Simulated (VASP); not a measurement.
Crystal: CdTe.

```xyz
2
Lattice="0.0000 3.1927 3.2800 3.1927 0.0000 3.2800 3.1927 3.1927 0.0000" Properties=species:S:1:pos:R:3 pbc="T T T"
Cd    0.0000    0.0000    0.0000
Te    1.5964    1.5964    1.6400
```

This cell differs from its parent crystal: biaxial xy strain -2.7%.

Base run:

- Program: VASP 6.6.1
- Functional: r2SCAN
- Potentials or basis: VASP PAW PBE potentials, release 64 (Cd, Te)
- Cutoff: 520 eV
- k mesh: 6 × 6 × 6
- Occupations: gaussian, width 0.01 eV
- Spin: no spin polarisation

Its results: band gap on the k mesh 1.30 eV, direct; pressure 2.6 GPa.

Q: The run is repeated on the same cell with these changes: functional from r2SCAN to HSE06; k mesh from 6 × 6 × 6 to 4 × 4 × 4. What comes out?

A: Band gap on the k mesh 1.59 eV, direct; pressure 2.7 GPa.

Several settings changed at once, so the effect can't be laid on one alone.

Caveats: some runs use coarse meshes; the PAW data sets were made with another functional, which shifts forces and pressure a little; spin-orbit coupling is left out, which moves the levels of the heavy elements.

